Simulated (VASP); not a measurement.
# PbS (P6_3/mmc) in VASP: further runs

The runs below take PbS through single point, with PBE.

Program: VASP 6.6.1. These are calculated values, not measurements. Logs are shortened: lines on timing, memory, paths and dates and some standing lists are left out, and cuts for length are marked.

**1. The cell of the first run**

Symmetry: P6_3/mmc, No. 194, hexagonal system. The conventional cell has a = 4.445 Å, b = 4.445 Å, c = 5.137 Å, α = 90.00°, β = 90.00°, γ = 120.00°. Within 3.4 Å of Pb (site symmetry -6m2) lie 5 S at 2.57 Å. Within 3.4 Å of S (site symmetry -6m2) lie 5 Pb at 2.57 Å.

The cell was generated, and may not be a known phase.

**2. Single point, PBE**

INCAR

```
SYSTEM = PbS
  PREC = Accurate
  ENCUT = 520
  EDIFF = 1E-6
  ISMEAR = 0
  SIGMA = 0.1
  LREAL = .False.
  LASPH = .True.
  NELM = 60
  ALGO = Normal
  ISIF = 2
  LWAVE = .False.
  LCHARG = .False.
  GGA = PE
  NBANDS = 28
```

KPOINTS

```
regular mesh
0
Gamma
  6 6 4
  0 0 0
```

POSCAR

```
PbS
1.0
    4.4451954700      0.0000000000      0.0000000000
   -2.2225977400      3.8496522000      0.0000000000
    0.0000000000      0.0000000000      5.1370706000
Pb S
2 2
Direct
    0.3333333300      0.6666666700      0.2500000000
    0.6666666700      0.3333333300      0.7500000000
    0.6666666700      0.3333333300      0.2500000000
    0.3333333300      0.6666666700      0.7500000000
```

Potentials or basis: VASP PAW PBE potentials, release 64 (Pb_d, S).

Command:

```console
cat potpaw_PBE.64/Pb_d/POTCAR potpaw_PBE.64/S/POTCAR > POTCAR
mpirun -np 1 vasp_std > vasp.out
```

OUTCAR:

```text
SYSTEM = PbS
   PREC = Accurate
   ENCUT = 520
   EDIFF = 1E-6
   ISMEAR = 0
   LREAL = .False.
   LASPH = .True.
   NELM = 60
   ISIF = 2
   GGA = PE

 ion  position               nearest neighbor table
   1  0.333  0.667  0.250-   3 2.57   3 2.57   3 2.57   4 2.57   4 2.57   2 3.63   2 3.63   2 3.63
                             2 3.63   2 3.63   2 3.63
   2  0.667  0.333  0.750-   4 2.57   4 2.57   4 2.57   3 2.57   3 2.57   1 3.63   1 3.63   1 3.63
                             1 3.63   1 3.63   1 3.63
   3  0.667  0.333  0.250-   1 2.57   1 2.57   1 2.57   2 2.57   2 2.57
   4  0.333  0.667  0.750-   2 2.57   2 2.57   2 2.57   1 2.57   1 2.57

  LATTYP: Found a hexagonal cell.
 ALAT       =     4.4451954700
 C/A-ratio  =     1.1556456031

  Lattice vectors:

 A1 = (   4.4451954700,   0.0000000000,   0.0000000000)
 A2 = (  -2.2225977400,   3.8496522000,   0.0000000000)
 A3 = (   0.0000000000,   0.0000000000,   5.1370706000)

Analysis of symmetry for initial positions (statically):
=====================================================================
 Subroutine PRICEL returns:
 Original cell was already a primitive cell.

 Routine SETGRP: Setting up the symmetry group for a
 hexagonal supercell.

 Subroutine GETGRP returns: Found 24 space group operations
 (whereof 12 operations were pure point group operations)
 out of a pool of 24 trial point group operations.

The static configuration has the point symmetry D_3d.
 The point group associated with its full space group is D_6h.

Analysis of symmetry for dynamics (positions and initial velocities):
=====================================================================
 Subroutine PRICEL returns:
 Original cell was already a primitive cell.

 Routine SETGRP: Setting up the symmetry group for a
 hexagonal supercell.

 Subroutine GETGRP returns: Found 24 space group operations
 (whereof 12 operations were pure point group operations)
 out of a pool of 24 trial point group operations.

The dynamic configuration has the point symmetry D_3d.
 The point group associated with its full space group is D_6h.

 Subroutine INISYM returns: Found 24 space group operations
 (whereof 12 operations are pure point group operations),
 and found     1 'primitive' translations

----------------------------------------------------------------------------------------

                                     Primitive cell

  volume of cell :      87.9079

  direct lattice vectors                    reciprocal lattice vectors
     4.445195470  0.000000000  0.000000000     0.224961986  0.129881863  0.000000000
    -2.222597740  3.849652200  0.000000000     0.000000000  0.259763726  0.000000000
     0.000000000  0.000000000  5.137070600     0.000000000  0.000000000  0.194663472

  length of vectors
     4.445195470  4.445195471  5.137070600     0.259763726  0.259763726  0.194663472

  position of ions in fractional coordinates (direct lattice)
     0.333333330  0.666666670  0.250000000
     0.666666670  0.333333330  0.750000000
     0.666666670  0.333333330  0.250000000
     0.333333330  0.666666670  0.750000000

  ion indices of the primitive-cell ions
   primitive index   ion index
                 1           1
                 2           2
                 3           3
                 4           4

----------------------------------------------------------------------------------------

 KPOINTS: regular mesh

Automatic generation of k-mesh.
 Grid dimensions read from file:
 generate k-points for:    6    6    4

 Generating k-lattice:

  Cartesian coordinates                     Fractional coordinates (reciprocal lattice)
     0.037493664  0.021646977  0.000000000     0.166666667  0.000000000  0.000000000
     0.000000000  0.043293954  0.000000000     0.000000000  0.166666667  0.000000000
     0.000000000  0.000000000  0.048665868     0.000000000  0.000000000  0.250000000

  Length of vectors
     0.043293954  0.043293954  0.048665868

  Shift w.r.t. Gamma in fractional coordinates (k-lattice)
     0.000000000  0.000000000  0.000000000

 Subroutine IBZKPT returns following result:
 ===========================================

 Found     21 irreducible k-points:

 Following reciprocal coordinates:
            Coordinates               Weight
  0.000000  0.000000  0.000000      1.000000
  0.166667 -0.000000  0.000000      6.000000
  0.333333 -0.000000  0.000000      6.000000
  0.500000  0.000000  0.000000      3.000000
  0.166667  0.166667  0.000000      6.000000
  0.333333  0.166667  0.000000     12.000000
[... 13 lines left out ...]
  0.333333  0.166667  0.500000     12.000000
  0.333333  0.333333  0.500000      2.000000
   k-points           NKPTS =     21   k-points in BZ     NKDIM =     21   number of bands    NBANDS=     28
   number of dos      NEDOS =    301   number of ions     NIONS =      4
   total plane-waves  NPLWV =  51840
   dimension x,y,z NGX =    36 NGY =   36 NGZ =   40
   dimension x,y,z NGXF=    72 NGYF=   72 NGZF=   80
   ions per type =               2   2
   NGX,Y,Z   is equivalent  to a cutoff of  13.46, 13.46, 12.94 a.u.
   NGXF,Y,Z  is equivalent  to a cutoff of  26.93, 26.93, 25.89 a.u.
 SYSTEM =  PbS
   PREC   = accura    normal or accurate (medium, high low for compatibility)
   ISTART =      0    job   : 0-new  1-cont  2-samecut
   ICHARG =      2    charge: 1-file 2-atom 10-const
   ISPIN  =      1    spin polarized calculation?
   LNONCOLLINEAR =      F non collinear calculations
   LSORBIT =      F    spin-orbit coupling
   LASPH  =      T    aspherical Exc in radial PAW
   ENCUT  =  520.0 eV  38.22 Ry    6.18 a.u.   8.27  8.27  9.55*2*pi/ulx,y,z
   NELM   =     60;   NELMIN=  2; NELMDL= -5     # of ELM steps
   EDIFF  = 0.1E-05   stopping-criterion for ELM
   LREAL  =      F    real-space projection
   EDIFFG = 0.1E-04   stopping-criterion for IOM
   NSW    =      0    number of steps for IOM
   IBRION =     -1    ionic relax: 0-MD 1-quasi-New 2-CG
   NFREE  =      0    steps in history (QN), initial steepest desc. (CG)
   ISIF   =      2    stress and relaxation
   ISYM   =      2    0-nonsym 1-usesym 2-fastsym
   POTIM  = 0.5000    time-step for ionic-motion
   TEBEG  =    0.0;   TEEND  =   0.0 temperature during run
   PSTRESS=    0.0 pullay stress
   NELECT =      40.0000    total number of electrons
   NUPDOWN=      -1.0000    fix difference up-down
   EMIN   =  10.00;   EMAX   =-10.00  energy-range for DOS
   EFERMI =   0.00;   METHOD = LEGACY
   ISMEAR =     0;   SIGMA  =   0.10  broadening in eV -4-tet -1-fermi 0-gaus
   EFERMI_NEDOS =   21; number of points for ismear=-14 and -15
   IALGO  =     38    algorithm
   IMIX   =      4    mixing-type and parameters
     AMIX     =   0.40;   BMIX     =  1.00
     AMIX_MAG =   1.60;   BMIX_MAG =  1.00
  volume/ion in A,a.u.               =      21.98       148.31
  Fermi-wavevector in a.u.,A,eV,Ry     =   1.259173  2.379493 21.572276  1.585518
  Thomas-Fermi vector in A             =   2.392746
   LORBIT       =      0    0 simple, 1 ext, 2 COOP (PROOUT), +10 PAW based schemes
   GGA     = PE    functional components
   LHFCALC =     F    Hartree Fock is set to
   AEXX    =    0.0000 exact exchange contribution
   IVDW    =     0    specifies the selected vdW correction
   LEPSILON=     F    determine dielectric tensor
   LRPA    =     F    only Hartree local field effects (RPA)
 non-spin polarized calculation
 Gauss-broadening in eV      SIGMA  =   0.10
  energy-cutoff  :      520.00
  volume of cell :       87.91
 maximum number of plane-waves:      2383
 NGX is ok and might be reduce to    36
   NGX = 17   NGY = 17   NGZ = 19

 number of electron      39.9999996 magnetization

 Free energy of the ion-electron system (eV)
  ---------------------------------------------------
  ext. energy  EPLUGINS =         0.00000000
  ---------------------------------------------------
  free energy    TOTEN  =       -13.28019268 eV

  energy without entropy =      -13.27392978  energy(sigma->0) =      -13.27706123

 E-fermi :   9.0800     XC(G=0): -10.2344

 val. band max:        8.5871394050   @ k =   0.3333   0.1667   0.5000
 cond. band min:       9.1450482838   @ k =   0.1667  -0.0000   0.2500
 fundamental gap:      0.5579088789
 Fermi energy:         9.0800067582

 k-point     1 :       0.0000    0.0000    0.0000
  band No.  band energies     occupation
      1      -9.6161      2.00000
      2      -8.9226      2.00000
      3      -8.9185      2.00000
      4      -8.9185      2.00000
      5      -8.9144      2.00000
      6      -8.9144      2.00000
[... 20 lines left out ...]
     27      14.3411      0.00000
     28      15.3601      0.00000

 k-point     2 :       0.1667   -0.0000    0.0000
  band No.  band energies     occupation
      1      -9.5986      2.00000
      2      -9.1002      2.00000
      3      -8.9150      2.00000
      4      -8.9020      2.00000
      5      -8.8954      2.00000
      6      -8.8851      2.00000
[... 20 lines left out ...]
     27      14.4730      0.00000
     28      14.7310      0.00000

 k-point     3 :       0.3333   -0.0000    0.0000
  band No.  band energies     occupation
      1      -9.5570      2.00000
      2      -9.2704      2.00000
      3      -8.9132      2.00000
      4      -8.8937      2.00000
      5      -8.8778      2.00000
      6      -8.8624      2.00000
[... 20 lines left out ...]
     27      14.8173      0.00000
     28      17.1135      0.00000

 k-point     4 :       0.5000    0.0000    0.0000
  band No.  band energies     occupation
      1      -9.5263      2.00000
      2      -9.3466      2.00000
      3      -8.9214      2.00000
      4      -8.8817      2.00000
      5      -8.8740      2.00000
      6      -8.8322      2.00000
[... 20 lines left out ...]
     27      15.0846      0.00000
     28      16.0535      0.00000

 k-point     5 :       0.1667    0.1667    0.0000
  band No.  band energies     occupation
      1      -9.5673      2.00000
      2      -9.2340      2.00000
      3      -8.9140      2.00000
      4      -8.9002      2.00000
      5      -8.8734      2.00000
      6      -8.8723      2.00000
[... 20 lines left out ...]
     27      14.8671      0.00000
     28      16.6574      0.00000

 k-point     6 :       0.3333    0.1667    0.0000
  band No.  band energies     occupation
      1      -9.5170      2.00000
      2      -9.3538      2.00000
      3      -8.9326      2.00000
      4      -8.8941      2.00000
      5      -8.8525      2.00000
      6      -8.8296      2.00000
[... 370 lines left out ...]
      5      -8.8979      2.00000
      6      -8.8979      2.00000
[... 20 lines left out ...]
     27      15.4592      0.00000
     28      15.4592      0.00000

 k-point    19 :       0.1667    0.1667    0.5000
  band No.  band energies     occupation
      1      -9.1340      2.00000
      2      -9.1340      2.00000
      3      -8.9525      2.00000
      4      -8.9525      2.00000
      5      -8.9332      2.00000
      6      -8.9332      2.00000
[... 20 lines left out ...]
     27      16.0593      0.00000
     28      16.0593      0.00000

 k-point    20 :       0.3333    0.1667    0.5000
  band No.  band energies     occupation
      1      -9.1190      2.00000
      2      -9.1190      2.00000
      3      -8.9822      2.00000
      4      -8.9822      2.00000
      5      -8.8969      2.00000
      6      -8.8969      2.00000
[... 20 lines left out ...]
     27      15.3050      0.00000
     28      15.3050      0.00000

 k-point    21 :       0.3333    0.3333    0.5000
  band No.  band energies     occupation
      1      -9.1002      2.00000
      2      -9.1002      2.00000
      3      -9.0040      2.00000
      4      -9.0040      2.00000
      5      -8.8799      2.00000
      6      -8.8799      2.00000
[... 20 lines left out ...]
     27      14.9030      0.00000
     28      14.9030      0.00000

------------------------ aborting loop because EDIFF is reached ----------------------------------------

  FORCE on cell =-STRESS in cart. coord.  units (eV):
  Direction    XX          YY          ZZ          XY          YZ          ZX
  --------------------------------------------------------------------------------------
  -------------------------------------------------------------------------------------
  Total       17.6678308     17.6678308     28.8283460     -0.0000000      0.0000000      0.0000000
  in kB      322.0074523    322.0074520    525.4149375     -0.0000004      0.0000000      0.0000000
  external PRESSURE =     389.8099473 kB  Pullay stress =       0.0000000 kB

 VOLUME and BASIS-vectors are now :
 -----------------------------------------------------------------------------
  energy-cutoff  :      520.00
  volume of cell :       87.91
      direct lattice vectors                 reciprocal lattice vectors
     4.445195470  0.000000000  0.000000000     0.224961986  0.129881863  0.000000000
    -2.222597740  3.849652200  0.000000000     0.000000000  0.259763726  0.000000000
     0.000000000  0.000000000  5.137070600     0.000000000  0.000000000  0.194663472

 POSITION                                       TOTAL-FORCE (eV/Angst)
 -----------------------------------------------------------------------------------
     -0.00000      2.56643      1.28427         0.000000     -0.000000      0.000000
      2.22260      1.28322      3.85280        -0.000000      0.000000      0.000000
      2.22260      1.28322      1.28427        -0.000000     -0.000000      0.000000
     -0.00000      2.56643      3.85280         0.000000      0.000000      0.000000
 -----------------------------------------------------------------------------------
    total drift:                               -0.000001      0.000000     -0.000000

  FREE ENERGIE OF THE ION-ELECTRON SYSTEM (eV)
  ---------------------------------------------------
  free  energy   TOTEN  =       -13.2801926759 eV

  energy  without entropy=      -13.2739297821  energy(sigma->0) =      -13.27706123
```

Run time: 60 s. Hardware: 1 thread of Intel Xeon 8259CL, shared host; peak memory 0.23 GiB.

Results:

```
Free energy            : -13.2802 eV
Pressure               : 39.0 GPa
Band gap on the k mesh : zero (bands 20 and 21 overlap by 0.25 eV)
```

Levels at points of the mesh, in eV from the Fermi level:
| k point | band 17 | band 18 | band 19 | band 20 | band 21 | band 22 | band 23 | band 24 |
| --- | --- | --- | --- | --- | --- | --- | --- | --- |
| (0.00, 0.00, 0.00) | -5.13 | -4.49 | -3.86 | -3.86 | 0.45 | 0.45 | 2.90 | 2.90 |
| (0.50, 0.00, 0.00) | -5.91 | -4.49 | -4.13 | -1.35 | 2.76 | 2.80 | 3.03 | 4.27 |
| (0.00, 0.00, 0.50) | -4.83 | -4.83 | -1.91 | -1.91 | 0.74 | 0.74 | 0.74 | 0.74 |
| (0.50, 0.00, 0.50) | -4.00 | -4.00 | -0.93 | -0.93 | 0.94 | 0.94 | 2.90 | 2.90 |

Caveat: the stress differs along the axes, from 32 to 53 GPa; semilocal functionals underestimate gaps, and a narrow one can read as zero; spin-orbit coupling is left out, which moves the levels of the heavy elements.

**3. Single point, PBE**

This run uses another cell than the first one, of 32.99 Å³/atom.

INCAR

```
  PREC = Accurate
  ENCUT = 520
  EDIFF = 1E-7
  ISMEAR = 0
  SIGMA = 0.02
  LREAL = False
  LASPH = True
  NELM = 80
  ALGO = Normal
  ISIF = 2
  LWAVE = False
  LCHARG = False
  GGA = PE
  NBANDS = 28
```

KPOINTS

```
regular mesh
0
Gamma
  6 6 6
```

POSCAR

```
PbS
1.0
    5.0307723816      0.0000000000      0.0000000000
   -2.5153861908      4.3567766831      0.0000000000
    0.0000000000      0.0000000000      6.0212141921
Pb S
2 2
Direct
    0.3333333333      0.6666666667      0.2500000000
    0.6666666667      0.3333333333      0.7500000000
    0.6666666667      0.3333333333      0.2500000000
    0.3333333333      0.6666666667      0.7500000000
```

Potentials or basis: VASP PAW PBE potentials, release 64 (Pb_d, S).

Command:

```console
cat potpaw_PBE.64/Pb_d/POTCAR potpaw_PBE.64/S/POTCAR > POTCAR
mpirun -np 1 vasp_std > vasp.out
```

Wall time 2.8 min (1 thread of Intel Xeon 8259CL, shared host); peak memory 0.3 GiB.

Results (log left out):

```yaml
Free_energy: -17.2409 eV
Pressure: 0.0 GPa
Band_gap_on_the_k_mesh: 1.45 eV
```

Levels at points of the mesh, in eV from the valence-band top:
```tsv
k point	band 16	band 17	band 18	band 19	band 20	band 21	band 22	band 23	band 24	band 25
(0.00, 0.00, 0.00)	-2.93	-2.93	-1.82	-1.79	-1.79	2.06	2.06	3.38	3.38	5.10
(0.50, 0.00, 0.00)	-3.56	-2.76	-2.16	-2.02	-0.69	2.97	3.09	4.23	4.40	5.05
(0.00, 0.00, 0.50)	-2.36	-2.36	-2.36	-1.24	-1.24	2.36	2.36	2.36	2.36	2.58
(0.50, 0.00, 0.50)	-2.91	-1.79	-1.79	-0.60	-0.60	1.65	1.65	3.09	3.09	4.31
```

Caveat: spin-orbit coupling is left out, which moves the levels of the heavy elements. A k mesh can miss the band edges.

The gap in the log of VASP goes by the Fermi energy; the results here count the filled bands.